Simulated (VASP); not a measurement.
# Nb (Im-3m) in VASP: further runs, part 2 of 2

VASP 6.6.1.

**4. Single point, PBE, collinear spin, ferromagnetic start**

Contents of INCAR:

```
SYSTEM = Nb
PREC     = Accurate       ! precision mode
ENCUT    = 520            ! plane-wave cutoff, eV
EDIFF    = 1E-7           ! SCF threshold, eV
ISMEAR   = -1             ! smearing method
SIGMA    = 0.05           ! smearing width, eV
LREAL    = .False.        ! projectors in reciprocal space
LASPH    = .True.         ! aspherical terms in the spheres
NELM     = 150            ! most SCF steps
ALGO     = Normal         ! electronic algorithm
ISIF     = 2              ! what is computed and relaxed
LWAVE    = .False.        ! write WAVECAR
LCHARG   = .False.        ! write CHGCAR
ISPIN    = 2              ! spin polarisation
MAGMOM   = 0.4            ! initial moments
LORBIT   = 11             ! projections on sites
NUPDOWN  = 0.4            ! fixed moment
LMAXMIX  = 4              ! l up to which the mixer works
GGA      = PE             ! functional
NBANDS   = 16             ! bands
```

Contents of KPOINTS:

```
Automatic mesh
0
Gamma
  16 16 16
  0 0 0
```

Contents of POSCAR:

```
Nb
1.0
   -1.6639500000      1.6639500000      1.6639500000
    1.6639500000     -1.6639500000      1.6639500000
    1.6639500000      1.6639500000     -1.6639500000
Nb
1
Direct
    0.0000000000      0.0000000000      0.0000000000
```

Launch:

```console
> cat potpaw_PBE.64/Nb_sv/POTCAR > POTCAR
> mpirun -np 1 vasp_std > vasp.out
```

It took 88 s on 1 thread of Intel Xeon Platinum 8259CL at 2.50GHz (Skylake/Cascade Lake), shared host; peak memory 0.19 GiB.

The run converged. Its results:

| Property | Result |
| --- | --- |
| Free energy | -10.1939 eV |
| Pressure | -2.3 GPa |
| Net moment | 0.40 μB per cell |
| Site moments | Nb +0.25 μB |
| Valence electrons inside the program's atomic spheres | Nb 10.69 |

Caveat: the total moment is fixed, so each spin has its own Fermi level.

**5. Single point, PBE, collinear spin, ferromagnetic start**

Contents of INCAR:

```
SYSTEM = Nb
ALGO     = Normal         ! electronic algorithm
EDIFF    = 1E-6           ! SCF threshold, eV
ENCUT    = 520            ! plane-wave cutoff, eV
GGA      = PE             ! functional
ISIF     = 2              ! what is computed and relaxed
ISMEAR   = -1             ! smearing method
ISPIN    = 2              ! spin polarisation
LASPH    = .TRUE.         ! aspherical terms in the spheres
LCHARG   = .FALSE.        ! write CHGCAR
LMAXMIX  = 4              ! l up to which the mixer works
LORBIT   = 11             ! projections on sites
LREAL    = .FALSE.        ! projectors in reciprocal space
LWAVE    = .FALSE.        ! write WAVECAR
MAGMOM   = 0.6            ! initial moments
NBANDS   = 16             ! bands
NELM     = 150            ! most SCF steps
NUPDOWN  = 0.6            ! fixed moment
PREC     = Accurate       ! precision mode
SIGMA    = 0.05           ! smearing width, eV
```

Contents of KPOINTS:

```
k-points
0
G
  16 16 16
  0 0 0
```

POSCAR is that of step 4.

Potentials or basis: VASP PAW PBE potentials, release 64 (Nb_sv).

Launch:

```console
> cat potpaw_PBE.64/Nb_sv/POTCAR > POTCAR
> mpirun -np 1 vasp_std > vasp.out
```

OUTCAR:

```text
SYSTEM = Nb
   EDIFF = 1E-6
   ENCUT = 520
   GGA = PE
   ISIF = 2
   ISMEAR = -1
   ISPIN = 2
   LASPH = .TRUE.
   LORBIT = 11
   LREAL = .FALSE.
   NELM = 150
   NUPDOWN = 0.6
   PREC = Accurate

 ion  position               nearest neighbor table
   1  0.000  0.000  0.000-

  LATTYP: Found a body centered cubic cell.
 ALAT       =     3.3279000000

  Lattice vectors:

 A1 = (  -1.6639500000,   1.6639500000,   1.6639500000)
 A2 = (   1.6639500000,  -1.6639500000,   1.6639500000)
 A3 = (   1.6639500000,   1.6639500000,  -1.6639500000)

Analysis of symmetry for initial positions (statically):
=====================================================================
 Subroutine PRICEL returns:
 Original cell was already a primitive cell.

 Routine SETGRP: Setting up the symmetry group for a
 body centered cubic supercell.

 Subroutine GETGRP returns: Found 48 space group operations
 (whereof 48 operations were pure point group operations)
 out of a pool of 48 trial point group operations.

The static configuration has the point symmetry O_h .

Analysis of symmetry for dynamics (positions and initial velocities):
=====================================================================
 Subroutine PRICEL returns:
 Original cell was already a primitive cell.

 Routine SETGRP: Setting up the symmetry group for a
 body centered cubic supercell.

 Subroutine GETGRP returns: Found 48 space group operations
 (whereof 48 operations were pure point group operations)
 out of a pool of 48 trial point group operations.

The dynamic configuration has the point symmetry O_h .

Analysis of structural, dynamic, and magnetic symmetry:
=====================================================================
 Subroutine PRICEL returns:
 Original cell was already a primitive cell.

 Routine SETGRP: Setting up the symmetry group for a
 body centered cubic supercell.
[... 133 lines left out ...]
   LRPA    =     F    only Hartree local field effects (RPA)
 spin polarized calculation
  energy-cutoff  :      520.00
  volume of cell :       18.43
 maximum number of plane-waves:       531
 NGX is ok and might be reduce to    24
   NGX = 11   NGY = 11   NGZ = 11

 number of electron      12.9999999 magnetization       0.6000000

 Free energy of the ion-electron system (eV)
  ---------------------------------------------------
  ext. energy  EPLUGINS =         0.00000000
  ---------------------------------------------------
  free energy    TOTEN  =       -10.15639139 eV

  energy without entropy =      -10.14678764  energy(sigma->0) =      -10.15158951

 E-fermi :  10.7532     XC(G=0): -12.3766

 val. band max:       11.2367988207   @ k =   0.3750   0.1250   0.1250
 cond. band min:      10.7574436188   @ k =  -0.3750   0.4375   0.1250
 fundamental gap:     -0.4793552019
 Fermi energy:        11.3584417609

 spin component 1

 k-point     1 :       0.0000    0.0000    0.0000
  band No.  band energies     occupation
      1     -43.6541      1.00000
      2     -19.0080      1.00000
      3     -19.0080      1.00000
      4     -19.0080      1.00000
      5       4.7505      1.00000
      6      11.0229      0.99878
[... 435 lines left out ...]
      5       7.9724      1.00000
      6       9.4286      1.00000
[... 8 lines left out ...]
     15      33.5066      0.00000
     16      36.3062      0.00000

 [... further k-points ...]

 spin component 2

 k-point     1 :       0.0000    0.0000    0.0000
  band No.  band energies     occupation
      1     -43.4116      1.00000
      2     -18.7471      1.00000
      3     -18.7471      1.00000
      4     -18.7471      1.00000
      5       5.1836      1.00000
      6      11.4591      0.00000
[... 435 lines left out ...]
      5       8.3951      1.00000
      6       9.8293      1.00000
[... 8 lines left out ...]
     15      33.9189      0.00000
     16      36.7662      0.00000

 [... further k-points ...]

------------------------ aborting loop because EDIFF is reached ----------------------------------------

  FORCE on cell =-STRESS in cart. coord.  units (eV):
  Direction    XX          YY          ZZ          XY          YZ          ZX
  --------------------------------------------------------------------------------------
  -------------------------------------------------------------------------------------
  Total       -0.1521671     -0.1521671     -0.1521671      0.0000000     -0.0000000      0.0000000
  in kB      -13.2297156    -13.2297156    -13.2297156      0.0000000     -0.0000000      0.0000000
  external PRESSURE =     -13.2297156 kB  Pullay stress =       0.0000000 kB

 VOLUME and BASIS-vectors are now :
 -----------------------------------------------------------------------------
  energy-cutoff  :      520.00
  volume of cell :       18.43
      direct lattice vectors                 reciprocal lattice vectors
    -1.663950000  1.663950000  1.663950000     0.000000000  0.300489798  0.300489798
     1.663950000 -1.663950000  1.663950000     0.300489798  0.000000000  0.300489798
     1.663950000  1.663950000 -1.663950000     0.300489798  0.300489798  0.000000000

 POSITION                                       TOTAL-FORCE (eV/Angst)
 -----------------------------------------------------------------------------------
      0.00000      0.00000      0.00000        -0.000000     -0.000000     -0.000000
 -----------------------------------------------------------------------------------
    total drift:                               -0.000000      0.000000      0.000000

  FREE ENERGIE OF THE ION-ELECTRON SYSTEM (eV)
  ---------------------------------------------------
  free  energy   TOTEN  =       -10.1563913890 eV

  energy  without entropy=      -10.1467876398  energy(sigma->0) =      -10.15158951

 total charge

# of ion       s       p       d       tot
------------------------------------------
    1        2.218   5.999   2.473  10.689

 magnetization (x)

# of ion       s       p       d       tot
------------------------------------------
    1        0.008   0.033   0.330   0.370
```

It took 77 s on 1 thread of Intel Xeon Platinum 8259CL at 2.50GHz (Skylake/Cascade Lake), shared host; peak memory 0.19 GiB.

Results:

| Item | Value |
| --- | --- |
| Free energy | -10.1564 eV |
| Pressure | -1.3 GPa |
| Net moment | 0.60 μB per cell |
| Site moments | Nb +0.37 μB |
| Valence electrons inside the program's atomic spheres | Nb 10.69 |

Caveat: the total moment is fixed, so each spin has its own Fermi level.

**6. Summary**

```tsv
fixed moment (μB)	pressure (GPa)	moment (μB)
0.2	-3.2	0.20
0.4	-2.3	0.40
0.6	-1.3	0.60
```

Alike in all rows: task single point; level PBE; potentials or basis VASP PAW PBE potentials, release 64 (Nb_sv); spin collinear, ferromagnetic start; cell as given; k mesh 16 × 16 × 16; cutoff (eV) 520; smearing fermi-dirac 0.05 eV.

Caveats: the total moment is fixed, so each spin has its own Fermi level.

Absolute energies hang on the potentials; compare differences alone.
